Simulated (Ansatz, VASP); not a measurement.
## Two plane-wave programs on Rh

INCAR

```
SYSTEM = Rh
ALGO = Normal
EDIFF = 1E-6
ENCUT = 520
GGA = PE
ISIF = 2
ISMEAR = -1
LASPH = .TRUE.
LCHARG = .FALSE.
LREAL = .FALSE.
LWAVE = .FALSE.
NBANDS = 22
NELM = 60
PREC = Accurate
SIGMA = 0.1
```

File KPOINTS:

```
k-points
0
G
  10 10 5
  0 0 0
```

File POSCAR:

```
Rh
1.0
    2.7309790000      0.0000000000      0.0000000000
   -1.3654900000      2.3650970000      0.0000000000
    0.0000000000      0.0000000000      4.4284890000
Rh
2
Direct
    0.6666666667      0.3333333333      0.7500000000
    0.3333333333      0.6666666667      0.2500000000
```

Input for Ansatz:

```yaml
crystal:
  lattice:
    - [2.730979, 0.0, 0.0]
    - [-1.36549, 2.365097, 0.0]
    - [0.0, 0.0, 4.428489]
  atoms:
    - { symbol: Rh, position: [0.6666666666666666, 0.3333333333333333, 0.75] }
    - { symbol: Rh, position: [0.3333333333333333, 0.6666666666666666, 0.25] }
basis:
  ecutwfc: 510.0
kpoints:
  mp_grid:
    grid: [10, 10, 5]
hamiltonian:
  xc: pbe
scf:
  occupations:
    method: fermi_dirac
    width: 0.1
output:
  stress: true
```

Alike in both runs: task single point; functional PBE; k mesh 10 × 10 × 5; occupations fermi-dirac, width 0.1 eV; no spin polarisation.

|  | VASP | Ansatz |
| --- | --- | --- |
| version | VASP 6.6.1 | Ansatz 0.2.0 |
| potentials or method | VASP PAW PBE potentials, release 64 (Rh_pv), cutoff 520 eV | plane waves, PAW |
| valence electrons in the cell | 30 | 34 |

Ansatz gave:

* pressure (GPa): -3.0
* traceless stress, the component that is largest in VASP (GPa): -0.16

What did VASP give for the same quantities?

Pressure (GPa): -2.9; traceless stress, the component that is largest in VASP (GPa): -0.15.

VASP's potentials hold 30 valence electrons a cell and Ansatz's 34, so a difference there can come from the potentials and not from the codes.
